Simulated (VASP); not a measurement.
# GaAs (F-43m) in VASP: a series of runs

Aim: see how the results for GaAs move with the level of theory and the settings. Levels: RPBE, LDA, PBEsol. Tasks: density of states, dielectric tensor, elastic constants.

All numbers are computed with VASP 6.6.1; they aren't measurements. Logs are shortened: lines on timing, memory, paths and dates and some standing lists are left out, and cuts for length are marked.

## (1) The cell of the first run

The structure is cubic, space group F-43m (No. 216). The conventional cell has a = 5.654 Å, b = 5.654 Å, c = 5.654 Å, α = 90.00°, β = 90.00°, γ = 90.00°. Within 3.2 Å of As (site symmetry -43m) lie 4 Ga at 2.45 Å. Ga (site symmetry -43m) has 4 As at 2.45 Å within 3.2 Å.

## (2) Density of states, RPBE

POSCAR reads:

```
GaAs
1.0
    0.0000000000      2.8268500000      2.8268500000
    2.8268500000      0.0000000000      2.8268500000
    2.8268500000      2.8268500000      0.0000000000
As Ga
1 1
Direct
    0.7500000000      0.7500000000      0.7500000000
    0.0000000000      0.0000000000      0.0000000000
```

INCAR.step1 reads:

```
SYSTEM = GaAs
PREC     = Accurate       ! precision mode
ENCUT    = 520            ! plane-wave cutoff, eV
EDIFF    = 1E-6           ! SCF threshold, eV
ISMEAR   = -1             ! smearing method
SIGMA    = 0.05           ! smearing width, eV
LREAL    = .False.        ! projectors in reciprocal space
LASPH    = .True.         ! aspherical terms in the spheres
NELM     = 60             ! most SCF steps
ALGO     = Normal         ! electronic algorithm
ISIF     = 2              ! what is computed and relaxed
LWAVE    = .False.        ! write WAVECAR
LCHARG   = .True.         ! write CHGCAR
GGA      = RP             ! functional
NBANDS   = 16             ! bands
```

KPOINTS.step1 reads:

```
Automatic mesh
0
Gamma
  5 5 5
  0 0 0
```

INCAR.step2 reads:

```
SYSTEM = GaAs
PREC     = Accurate       ! precision mode
ENCUT    = 520            ! plane-wave cutoff, eV
EDIFF    = 1E-6           ! SCF threshold, eV
ISMEAR   = -5             ! smearing method
SIGMA    = 0.05           ! smearing width, eV
LREAL    = .False.        ! projectors in reciprocal space
LASPH    = .True.         ! aspherical terms in the spheres
NELM     = 60             ! most SCF steps
ALGO     = Normal         ! electronic algorithm
ISIF     = 2              ! what is computed and relaxed
LWAVE    = .False.        ! write WAVECAR
LCHARG   = .False.        ! write CHGCAR
GGA      = RP             ! functional
LORBIT   = 10             ! projections on sites
NEDOS    = 2001           ! points of the DOS
ICHARG   = 11             ! starting density
```

KPOINTS.step2 reads:

```
Automatic mesh
0
Gamma
  8 8 8
  0 0 0
```

Potentials or basis: VASP PAW PBE potentials, release 64 (As, Ga_d).

The run is started by

```bash
$ cat potpaw_PBE.64/As/POTCAR potpaw_PBE.64/Ga_d/POTCAR > POTCAR
$ cp INCAR.step1 INCAR
$ cp KPOINTS.step1 KPOINTS
$ mpirun -np 1 vasp_std > vasp.out
$ cp INCAR.step2 INCAR
$ cp KPOINTS.step2 KPOINTS
$ mpirun -np 1 vasp_std > vasp.out
```

OUTCAR:

```text
SYSTEM = GaAs
   PREC = Accurate
   ENCUT = 520
   EDIFF = 1E-6
   ISMEAR = -5
   LREAL = .False.
   LASPH = .True.
   NELM = 60
   ISIF = 2
   GGA = RP
   LORBIT = 10
   ICHARG = 11

 ion  position               nearest neighbor table
   1  0.750  0.750  0.750-   2 2.45   2 2.45   2 2.45   2 2.45
   2  0.000  0.000  0.000-   1 2.45   1 2.45   1 2.45   1 2.45

  LATTYP: Found a face centered cubic cell.
 ALAT       =     5.6537000000

  Lattice vectors:

 A1 = (   0.0000000000,   2.8268500000,   2.8268500000)
 A2 = (   2.8268500000,   0.0000000000,   2.8268500000)
 A3 = (   2.8268500000,   2.8268500000,   0.0000000000)

Analysis of symmetry for initial positions (statically):
=====================================================================
 Subroutine PRICEL returns:
 Original cell was already a primitive cell.

 Routine SETGRP: Setting up the symmetry group for a
 face centered cubic supercell.

 Subroutine GETGRP returns: Found 24 space group operations
 (whereof 24 operations were pure point group operations)
 out of a pool of 48 trial point group operations.

The static configuration has the point symmetry T_d .

Analysis of symmetry for dynamics (positions and initial velocities):
=====================================================================
 Subroutine PRICEL returns:
 Original cell was already a primitive cell.

 Routine SETGRP: Setting up the symmetry group for a
 face centered cubic supercell.

 Subroutine GETGRP returns: Found 24 space group operations
 (whereof 24 operations were pure point group operations)
 out of a pool of 48 trial point group operations.

The dynamic configuration has the point symmetry T_d .

 Subroutine INISYM returns: Found 24 space group operations
 (whereof 24 operations are pure point group operations),
 and found     1 'primitive' translations

----------------------------------------------------------------------------------------

                                     Primitive cell

  volume of cell :      45.1792

  direct lattice vectors                    reciprocal lattice vectors
     0.000000000  2.826850000  2.826850000    -0.176875321  0.176875321  0.176875321
     2.826850000  0.000000000  2.826850000     0.176875321 -0.176875321  0.176875321
     2.826850000  2.826850000  0.000000000     0.176875321  0.176875321 -0.176875321

  length of vectors
     3.997769609  3.997769609  3.997769609     0.306357042  0.306357042  0.306357042

  position of ions in fractional coordinates (direct lattice)
     0.750000000  0.750000000  0.750000000
     0.000000000  0.000000000  0.000000000

  ion indices of the primitive-cell ions
   primitive index   ion index
                 1           1
                 2           2

----------------------------------------------------------------------------------------

 KPOINTS: Automatic mesh

Automatic generation of k-mesh.
 Grid dimensions read from file:
 generate k-points for:    8    8    8

 Generating k-lattice:

  Cartesian coordinates                     Fractional coordinates (reciprocal lattice)
    -0.022109415  0.022109415  0.022109415     0.125000000  0.000000000  0.000000000
     0.022109415 -0.022109415  0.022109415     0.000000000  0.125000000  0.000000000
     0.022109415  0.022109415 -0.022109415     0.000000000  0.000000000  0.125000000

  Length of vectors
     0.038294630  0.038294630  0.038294630

  Shift w.r.t. Gamma in fractional coordinates (k-lattice)
     0.000000000  0.000000000  0.000000000

 TETIRR: Found     76 inequivalent tetrahedra from     3072

 Subroutine IBZKPT returns following result:
 ===========================================

 Found     29 irreducible k-points:

 Following reciprocal coordinates:
            Coordinates               Weight
  0.000000  0.000000  0.000000      1.000000
  0.125000  0.000000  0.000000      8.000000
  0.250000  0.000000  0.000000      8.000000
  0.375000  0.000000  0.000000      8.000000
  0.500000  0.000000  0.000000      4.000000
  0.125000  0.125000  0.000000      6.000000
[... 16 lines left out ...]
  0.500000  0.250000  0.125000     48.000000
 -0.375000  0.250000  0.125000     24.000000
 [... further k-points ...]
   k-points           NKPTS =     29   k-points in BZ     NKDIM =     29   number of bands    NBANDS=     13
   number of dos      NEDOS =   2001   number of ions     NIONS =      2
   total plane-waves  NPLWV =  27000
   dimension x,y,z NGX =    30 NGY =   30 NGZ =   30
   dimension x,y,z NGXF=    60 NGYF=   60 NGZF=   60
   ions per type =               1   1
   NGX,Y,Z   is equivalent  to a cutoff of  12.48, 12.48, 12.48 a.u.
   NGXF,Y,Z  is equivalent  to a cutoff of  24.95, 24.95, 24.95 a.u.
 SYSTEM =  GaAs
   PREC   = accura    normal or accurate (medium, high low for compatibility)
   ISTART =      0    job   : 0-new  1-cont  2-samecut
   ICHARG =     11    charge: 1-file 2-atom 10-const
   ISPIN  =      1    spin polarized calculation?
   LNONCOLLINEAR =      F non collinear calculations
   LSORBIT =      F    spin-orbit coupling
   LASPH  =      T    aspherical Exc in radial PAW
   ENCUT  =  520.0 eV  38.22 Ry    6.18 a.u.   7.43  7.43  7.43*2*pi/ulx,y,z
   NELM   =     60;   NELMIN=  2; NELMDL=  0     # of ELM steps
   EDIFF  = 0.1E-05   stopping-criterion for ELM
   LREAL  =      F    real-space projection
   EDIFFG = 0.1E-04   stopping-criterion for IOM
   NSW    =      0    number of steps for IOM
   IBRION =     -1    ionic relax: 0-MD 1-quasi-New 2-CG
   NFREE  =      0    steps in history (QN), initial steepest desc. (CG)
   ISIF   =      2    stress and relaxation
   ISYM   =      2    0-nonsym 1-usesym 2-fastsym
   POTIM  = 0.5000    time-step for ionic-motion
   TEBEG  =    0.0;   TEEND  =   0.0 temperature during run
   PSTRESS=    0.0 pullay stress
   NELECT =      18.0000    total number of electrons
   NUPDOWN=      -1.0000    fix difference up-down
   EMIN   =  10.00;   EMAX   =-10.00  energy-range for DOS
   EFERMI =   0.00;   METHOD = LEGACY
   ISMEAR =    -5;   SIGMA  =   0.05  broadening in eV -4-tet -1-fermi 0-gaus
   EFERMI_NEDOS =   21; number of points for ismear=-14 and -15
   IALGO  =     38    algorithm
   IMIX   =      4    mixing-type and parameters
     AMIX     =   0.40;   BMIX     =  1.00
     AMIX_MAG =   1.60;   BMIX_MAG =  1.00
  volume/ion in A,a.u.               =      22.59       152.44
  Fermi-wavevector in a.u.,A,eV,Ry     =   1.204628  2.276417 19.743799  1.451128
  Thomas-Fermi vector in A             =   2.340347
   LORBIT       =     10    0 simple, 1 ext, 2 COOP (PROOUT), +10 PAW based schemes
   GGA     = RP    functional components
   LHFCALC =     F    Hartree Fock is set to
   AEXX    =    0.0000 exact exchange contribution
   IVDW    =     0    specifies the selected vdW correction
   LEPSILON=     F    determine dielectric tensor
   LRPA    =     F    only Hartree local field effects (RPA)
 non-spin polarized calculation
 Fermi weights with tetrahedron method with Bloechl corrections
  energy-cutoff  :      520.00
  volume of cell :       45.18
 maximum number of plane-waves:      1243
 NGX is ok and might be reduce to    30

 number of electron      17.9999995 magnetization

 Free energy of the ion-electron system (eV)
  ---------------------------------------------------
  ext. energy  EPLUGINS =         0.00000000
  ---------------------------------------------------
  free energy    TOTEN  =        -7.53560258 eV

  energy without entropy =       -7.53560258  energy(sigma->0) =       -7.53560258

 E-fermi :   4.0593     XC(G=0):  -9.4041

 val. band max:        4.0574028244   @ k =   0.0000   0.0000   0.0000
 cond. band min:       4.6974271743   @ k =   0.0000   0.0000   0.0000
 fundamental gap:      0.6400243499
 Fermi energy:         4.0593301084

 k-point     1 :       0.0000    0.0000    0.0000
  band No.  band energies     occupation
      1     -10.7714      2.00000
      2     -10.7714      2.00000
      3     -10.7714      2.00000
      4     -10.6919      2.00000
      5     -10.6919      2.00000
      6      -8.6312      2.00000
      7       4.0574      2.00000
      8       4.0574      2.00000
      9       4.0574      2.00000
     10       4.6974      0.00000
     11       7.7973      0.00000
     12       7.7973      0.00000
     13       7.7973      0.00000

 k-point     2 :       0.1250    0.0000    0.0000
  band No.  band energies     occupation
      1     -10.7844      2.00000
      2     -10.7679      2.00000
      3     -10.7679      2.00000
      4     -10.6921      2.00000
      5     -10.6921      2.00000
      6      -8.4490      2.00000
      7       2.1324      2.00000
      8       3.8215      2.00000
      9       3.8215      2.00000
     10       5.7270      0.00000
     11       8.1450      0.00000
     12       8.1450      0.00000
     13       8.3030      0.00000

 k-point     3 :       0.2500    0.0000    0.0000
  band No.  band energies     occupation
      1     -10.8130      2.00000
      2     -10.7602      2.00000
      3     -10.7602      2.00000
      4     -10.6916      2.00000
      5     -10.6916      2.00000
      6      -7.9400      2.00000
      7      -0.0454      2.00000
      8       3.3796      2.00000
      9       3.3796      2.00000
     10       5.5875      0.00000
     11       8.6650      0.00000
     12       8.6650      0.00000
     13      10.1086      0.00000
[... 305 lines left out ...]
 k-point    23 :       0.5000    0.2500    0.1250
  band No.  band energies     occupation
      1     -10.8510      2.00000
      2     -10.7473      2.00000
      3     -10.7416      2.00000
      4     -10.6985      2.00000
      5     -10.6871      2.00000
      6      -6.8790      2.00000
      7      -1.8008      2.00000
      8       1.0281      2.00000
      9       2.3283      2.00000
     10       7.1947      0.00000
     11       8.3091      0.00000
     12       9.6516      0.00000
     13      11.0087      0.00000

 k-point    24 :      -0.3750    0.2500    0.1250
  band No.  band energies     occupation
      1     -10.8570      2.00000
      2     -10.7466      2.00000
      3     -10.7392      2.00000
      4     -10.6962      2.00000
      5     -10.6884      2.00000
      6      -6.5260      2.00000
      7      -2.3974      2.00000
      8       0.8561      2.00000
      9       2.1267      2.00000
     10       7.1394      0.00000
     11       8.2904      0.00000
     12      10.4242      0.00000
     13      11.8095      0.00000

 [... further k-points ...]

------------------------ aborting loop because EDIFF is reached ----------------------------------------

  FORCE on cell =-STRESS in cart. coord.  units (eV):
  Direction    XX          YY          ZZ          XY          YZ          ZX
  --------------------------------------------------------------------------------------
  -------------------------------------------------------------------------------------
  Total        1.4924043      1.4924043      1.4924043      0.0000000      0.0000000     -0.0000000
  in kB       52.9247451     52.9247451     52.9247451      0.0000000      0.0000000     -0.0000000
  external PRESSURE =      52.9247451 kB  Pullay stress =       0.0000000 kB

 VOLUME and BASIS-vectors are now :
 -----------------------------------------------------------------------------
  energy-cutoff  :      520.00
  volume of cell :       45.18
      direct lattice vectors                 reciprocal lattice vectors
     0.000000000  2.826850000  2.826850000    -0.176875321  0.176875321  0.176875321
     2.826850000  0.000000000  2.826850000     0.176875321 -0.176875321  0.176875321
     2.826850000  2.826850000  0.000000000     0.176875321  0.176875321 -0.176875321

 POSITION                                       TOTAL-FORCE (eV/Angst)
 -----------------------------------------------------------------------------------
      4.24027      4.24027      4.24027         0.000000      0.000000      0.000000
      0.00000      0.00000      0.00000        -0.000000     -0.000000     -0.000000
 -----------------------------------------------------------------------------------
    total drift:                               -0.000001     -0.000001     -0.000002

  FREE ENERGIE OF THE ION-ELECTRON SYSTEM (eV)
  ---------------------------------------------------
  free  energy   TOTEN  =        -7.5356025829 eV

  energy  without entropy=       -7.5356025829  energy(sigma->0) =       -7.53560258

 total charge

# of ion       s       p       d       tot
------------------------------------------
    1        1.202   1.604   0.031   2.837
    2        0.880   0.812   9.995  11.687
--------------------------------------------------
tot          2.082   2.416  10.026  14.524
```

Run time: 49 s. Hardware: 1 thread of AMD EPYC 7R13, shared host; peak memory 0.13 GiB.

Results:

```yaml
Valence_electrons_inside_the_program's_atomic_spheres: As 2.84; Ga 11.69
```

Caveat: the PAW data sets were made with another functional, which shifts forces and pressure a little.

[end of part 1 of 2]
